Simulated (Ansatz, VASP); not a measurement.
## Two plane-wave programs on HfO2

File POSCAR:

```
HfO2
1.0
    0.0000000000      2.5017148600      2.5017148600
    2.5017148600      0.0000000000      2.5017148600
    2.5017148600      2.5017148600      0.0000000000
Hf O
1 2
Direct
    0.0000000000      0.0000000000      0.0000000000
    0.2500000000      0.2500000000      0.2500000000
    0.7500000000      0.7500000000      0.7500000000
```

The input INCAR.step1:

```
SYSTEM = HfO2
PREC = Accurate
ENCUT = 660
ISMEAR = 0
SIGMA = 0.05
LREAL = .FALSE.
LASPH = .TRUE.
NELM = 120
NBANDS = 18
GGA = PE
ALGO = Normal
EDIFF = 1E-5
LWAVE = .TRUE.
LCHARG = .FALSE.
GGA_COMPAT = .FALSE.
```

Contents of INCAR.step2:

```
SYSTEM = HfO2
PREC = Accurate
ENCUT = 660
EDIFF = 1E-6
ISMEAR = 0
SIGMA = 0.05
LREAL = .FALSE.
LASPH = .TRUE.
NELM = 120
ALGO = Normal
ISIF = 2
LWAVE = .FALSE.
LCHARG = .FALSE.
METAGGA = R2SCAN
LMIXTAU = .TRUE.
IVDW = 13
VDW_S6 = 1.0
VDW_S8 = 0.6018749
VDW_A1 = 0.51559235
VDW_A2 = 5.77342911
NBANDS = 18
ISTART = 1
GGA_COMPAT = .FALSE.
```

File KPOINTS:

```
Automatic mesh
0
G
  8 8 8
  0 0 0
```

Input for Ansatz:

```yaml
crystal:
  lattice:
    - [0.0, 2.50171486, 2.50171486]
    - [2.50171486, 0.0, 2.50171486]
    - [2.50171486, 2.50171486, 0.0]
  atoms:
    - { symbol: Hf, position: [0.0, 0.0, 0.0] }
    - { symbol: O, position: [0.25, 0.25, 0.25] }
    - { symbol: O, position: [0.75, 0.75, 0.75] }
basis:
  ecutwfc: 500
  ecutrho_ratio: 4
kpoints:
  mp_grid: { grid: [8, 8, 8] }
hamiltonian:
  xc: r2scan
  dispersion: d4
scf:
  occupations: { method: gaussian, width: 0.05 }
output:
  forces: true
  stress: true
  eigenvalues: true
```

Alike in both runs: task single point; functional r2SCAN; dispersion D4; k mesh 8 × 8 × 8; occupations gaussian, width 0.05 eV; no spin polarisation.

|  | VASP | Ansatz |
| --- | --- | --- |
| version | VASP 6.6.1 | Ansatz 0.2.0 |
| potentials or method | VASP PAW PBE potentials, release 64 (Hf_pv, O), cutoff 660 eV | scalar-relativistic, plane waves, PAW |
| valence electrons in the cell | 22 | 38 |

|  | VASP | Ansatz | Ansatz less VASP |
| --- | --- | --- | --- |
| gap on the k mesh at the Fermi level (eV) | 4.42 | 4.39 | -0.025 |
| least direct gap on the mesh (eV) | 4.42 | 4.39 | -0.025 |
| pressure (GPa) | 3.5 | 8.1 | +4.65 |

VASP's potentials were made for PBE, not for r2SCAN. One of these differences is far larger than is usual between the two programs; its cause wasn't traced. VASP's potentials hold 22 valence electrons a cell and Ansatz's 38, so a difference there can come from the potentials and not from the codes.

Spin-orbit coupling is off throughout.
